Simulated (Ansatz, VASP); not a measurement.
MoS2: VASP beside Ansatz

Contents of INCAR:

```
  ALGO = Normal
  EDIFF = 1E-6
  ENCUT = 520
  GGA = PE
  ISIF = 2
  ISMEAR = 0
  IVDW = 12
  LASPH = True
  LCHARG = True
  LELF = True
  LREAL = False
  LVHAR = True
  LWAVE = False
  NBANDS = 20
  NELM = 80
  PREC = Accurate
  SIGMA = 0.05
```

Contents of KPOINTS:

```
k-points
0
Gamma
  12 12 6
```

The input POSCAR:

```
MoS2
1.0
    3.3929373216      0.0000000000      0.0000000000
   -1.6964686608      2.9383699139      0.0000000000
    0.0000000000      0.0000000000      5.7286786042
Mo S
1 2
Direct
    0.0000000000      0.0000000000      0.0000000000
    0.3333333333      0.6666666667      0.2356692374
    0.3333333333      0.6666666667      0.7643307626
```

Input for Ansatz:

```yaml
crystal:
  lattice:
    - [3.3929373216, 0.0, 0.0]
    - [-1.6964686608, 2.9383699139, 0.0]
    - [0.0, 0.0, 5.7286786042]
  atoms:
    - { symbol: Mo, position: [0.0, 0.0, 0.0] }
    - { symbol: S, position: [0.3333333333, 0.6666666667, 0.2356692374] }
    - { symbol: S, position: [0.3333333333, 0.6666666667, 0.7643307626] }
basis:
  ecutwfc: 420
kpoints:
  mp_grid: { grid: [12, 12, 6] }
hamiltonian:
  xc: pbe
  dispersion: d3bj
scf:
  occupations: { method: gaussian, width: 0.05 }
output:
  forces: true
  stress: true
  eigenvalues: true
  write_density: true
  write_potential: true
  elf: true
  volumetric_format: npy
```

Alike in both runs: task single point; functional PBE; dispersion D3(BJ); k mesh 12 × 12 × 6; occupations gaussian, width 0.05 eV; no spin polarisation.

|  | VASP | Ansatz |
| --- | --- | --- |
| version | VASP 6.6.1 | Ansatz 0.2.0 |
| potentials or method | VASP PAW PBE potentials, release 64 (Mo_sv, S), cutoff 520 eV | scalar-relativistic, plane waves, PAW |
| valence electrons in the cell | 26 | 26 |

Ansatz gave:

- gap on the k mesh at the Fermi level (eV): none
- pressure (GPa): 2.4
- traceless stress, the component that is largest in VASP (GPa): 18.16
- rms of the force components (eV/Å): 0.961

Q: Estimate VASP's values.

A: gap on the k mesh at the Fermi level (eV): none; pressure (GPa): 2.3; traceless stress, the component that is largest in VASP (GPa): 18.20; rms of the force components (eV/Å): 0.951.

Atom by atom the forces differ by 0.009 eV/Å (rms over components). A gap of «none» marks a metal or a gap that the smearing closes.
